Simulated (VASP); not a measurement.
Here is a VASP 6.6.1 calculation.

The input INCAR:

```
SYSTEM = SnO
PREC     = Accurate       ! precision mode
ENCUT    = 600            ! plane-wave cutoff, eV
EDIFF    = 1E-7           ! SCF threshold, eV
ISMEAR   = 0              ! smearing method
SIGMA    = 0.02           ! smearing width, eV
LREAL    = .False.        ! projectors in reciprocal space
LASPH    = .True.         ! aspherical terms in the spheres
NELM     = 60             ! most SCF steps
ALGO     = Normal         ! electronic algorithm
ISIF     = 3              ! what is computed and relaxed
LWAVE    = .False.        ! write WAVECAR
LCHARG   = .False.        ! write CHGCAR
GGA      = PE             ! functional
IBRION   = 2              ! ionic algorithm
NSW      = 80             ! ionic steps
EDIFFG   = -0.01          ! ionic threshold
```

KPOINTS

```
Automatic mesh
0
Gamma
  12 12 4
  0 0 0
```

File POSCAR:

```
SnO
1.0
    3.3651750474      0.0000000000      0.0000000000
   -1.6825875237      2.9143270792      0.0000000000
    0.0000000000      0.0000000000      8.9534353175
Sn O
2 2
Direct
    0.0000000000      0.0000000000     -0.0043865565
    0.3333333333      0.6666666667      0.4956134435
    0.0000000000      0.0000000000      0.3793870566
    0.3333333333      0.6666666667      0.8793870566
```

Potentials or basis: VASP PAW PBE potentials, release 64 (Sn_d, O).

The run is started by

```bash
$ cat potpaw_PBE.64/Sn_d/POTCAR potpaw_PBE.64/O/POTCAR > POTCAR
$ mpirun -np 1 vasp_std > vasp.out
```

**Question.** Estimate the band gap on the k mesh.

**Answer.** 1.42 eV (least direct gap 1.61 eV).

**Question.** What does it give for the relaxed volume?

**Answer.** 21.97 Å³/atom.

Forces on the atoms (eV/Å):
```
Sn   0.000  0.000 -0.003
Sn   0.000  0.000 -0.003
O    0.000  0.000  0.003
O    0.000  0.000  0.003
```

Caveat: spin-orbit coupling is left out, which moves the levels of the heavy elements. A k mesh can miss the band edges.
